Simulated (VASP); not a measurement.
Here is a VASP 6.6.1 calculation.

Contents of INCAR:

```
ALGO     = Normal         # electronic algorithm
EDIFF    = 1E-7           # SCF threshold, eV
ENCUT    = 520            # plane-wave cutoff, eV
GGA      = PE             # functional
ISIF     = 2              # what is computed and relaxed
ISMEAR   = 0              # smearing method
LASPH    = T              # aspherical terms in the spheres
LCHARG   = F              # write CHGCAR
LREAL    = F              # projectors in reciprocal space
LWAVE    = F              # write WAVECAR
NBANDS   = 17             # bands
NELM     = 100            # most SCF steps
PREC     = Accurate       # precision mode
SIGMA    = 0.1            # smearing width, eV
```

Contents of KPOINTS:

```
k-points
0
Gamma
  6 6 6
```

POSCAR

```
Ca
1.0
   -3.3844905612      3.3844905612      1.8444014197
    3.3844905612     -3.3844905612      1.8444014197
    3.3844905612      3.3844905612     -1.8444014197
Ca
2
Direct
    0.5000000000      0.5000000000      0.0000000000
    0.2500000000      0.7500000000      0.5000000000
```

Potentials or basis: VASP PAW PBE potentials, release 64 (Ca_sv).

The run is started by

```bash
$ cat potpaw_PBE.64/Ca_sv/POTCAR > POTCAR
$ mpirun -np 1 vasp_std > vasp.out
```

(1) Estimate the pressure.

(2) Estimate the band gap on the k mesh.

## Answers

(1) 0.1 GPa.

(2) zero (band 10 reaches 2.51 eV, above the bottom of band 11 at 1.50 eV).
